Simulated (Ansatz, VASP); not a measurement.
## NaF: VASP beside Ansatz

```
Na F
1.0
     0.00000    2.25113    2.25113
     2.25113    0.00000    2.25113
     2.25113    2.25113    0.00000
Na F
1 1
Direct
  0.00000 0.00000 0.00000
  0.50000 0.50000 0.50000
```

Alike in both runs: functional LDA; k mesh 8 × 8 × 8; occupations gaussian, width 0.02 eV; no spin polarisation.

Ansatz relaxed the structure, and its values are those at the end. VASP's run is a single point on that final structure, the one shown.

|  | VASP | Ansatz |
| --- | --- | --- |
| version | VASP 6.6.1 | Ansatz 0.2.0 |
| potentials or method | VASP PAW LDA potentials, release 64 (Na_pv, F), cutoff 600 eV | scalar-relativistic, plane waves, PAW |
| valence electrons in the cell | 14 | 16 |

|  | VASP | Ansatz | Ansatz less VASP |
| --- | --- | --- | --- |
| gap on the k mesh at the Fermi level (eV) | 6.44 | 6.46 | +0.018 |
| least direct gap on the mesh (eV) | 6.44 | 6.46 | +0.018 |
| pressure (GPa) | -0.1 | 0.0 | +0.13 |

Ansatz warns that its potentials were made for another functional, while VASP's fit it. LDA's correlation is that of Perdew and Zunger in VASP and of Perdew and Wang (1992) in Ansatz. VASP's potentials hold 14 valence electrons a cell and Ansatz's 16, so a difference there can come from the potentials and not from the codes.
